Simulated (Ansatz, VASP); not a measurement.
Two plane-wave programs on HfB2

INCAR

```
PREC = Accurate
ENCUT = 600
EDIFF = 1E-6
ISMEAR = -1
SIGMA = 0.05
LREAL = False
LASPH = True
NELM = 150
ALGO = Normal
ISIF = 3
LWAVE = False
LCHARG = False
LMAXMIX = 4
LDAU = True
LDAUTYPE = 2
LDAUL = 2 -1
LDAUU = 1 0
LDAUJ = 0 0
LDAUPRINT = 1
GGA = PE
IBRION = 2
NSW = 60
EDIFFG = -0.01
```

KPOINTS

```
regular mesh
0
Gamma
  10 10 8
```

The input POSCAR:

```
HfB2
1.0
    3.1400000000      0.0000000000      0.0000000000
   -1.5700000000      2.7193197679      0.0000000000
    0.0000000000      0.0000000000      3.4800000000
Hf B
1 2
Direct
    0.0000000000      0.0000000000      0.0000000000
    0.6666666667      0.3333333333      0.5000000000
    0.3333333333      0.6666666667      0.5000000000
```

File input.yaml:

```yaml
crystal:
  lattice:
    - [3.14, 0.0, 0.0]
    - [-1.57, 2.7193197679, 0.0]
    - [0.0, 0.0, 3.48]
  atoms:
    - { symbol: Hf, position: [0.0, 0.0, 0.0] }
    - { symbol: B, position: [0.6666666667, 0.3333333333, 0.5] }
    - { symbol: B, position: [0.3333333333, 0.6666666667, 0.5] }
hamiltonian:
  xc: pbe
  pseudopotentials: { kind: paw }
  hubbard: { sites: [{ species: Hf, l: d, u_eff: 1.0 }] }
kpoints:
  mp_grid: { grid: [10, 10, 8] }
scf:
  occupations: { method: fermi_dirac, width: 0.05 }
output:
  forces: true
  stress: true
  eigenvalues: true
  write_density: true
  write_potential: true
  elf: true
  volumetric_format: npy
relax:
  f_tol: 0.01
  max_steps: 40
  cell: { stress_tol: 0.05 }
```

Alike in both runs: task relaxation of cell and atoms; functional PBE; k mesh 10 × 10 × 8; occupations fermi-dirac, width 0.05 eV; no spin polarisation; Hubbard terms Hf d U = 1.0 eV.

|  | VASP | Ansatz |
| --- | --- | --- |
| version | VASP 6.6.1 | Ansatz 0.2.0 |
| potentials or method | VASP PAW PBE potentials, release 64 (Hf_pv, B) | Ansatz PAW |
| plane-wave cutoff (eV) | 600 | 420 |
| valence electrons in the cell | 16 | 32 |

VASP gave:

```
gap on the k mesh at the Fermi level, each at its own relaxed structure (eV) : none
relaxed volume (Å³/atom)                                                     : 10.06
relaxed cell length with the largest relative difference (Å)                 : 3.512
```

Problem. Estimate Ansatz's values.

Solution. gap on the k mesh at the Fermi level, each at its own relaxed structure (eV): none; relaxed volume (Å³/atom): 10.00; relaxed cell length with the largest relative difference (Å): 3.502.

The programs project onto different local orbitals, so the same U acts differently, and such runs can settle in different states. A gap of «none» marks a metal or a gap that the smearing closes. VASP's potentials hold 16 valence electrons a cell and Ansatz's 32, so a difference there can come from the potentials and not from the codes.

Neither program's run includes spin-orbit coupling. Noted on Ansatz's run: the plane-wave basis is chosen anew once the cell has moved, so the energies of steps on either side of that aren't comparable.
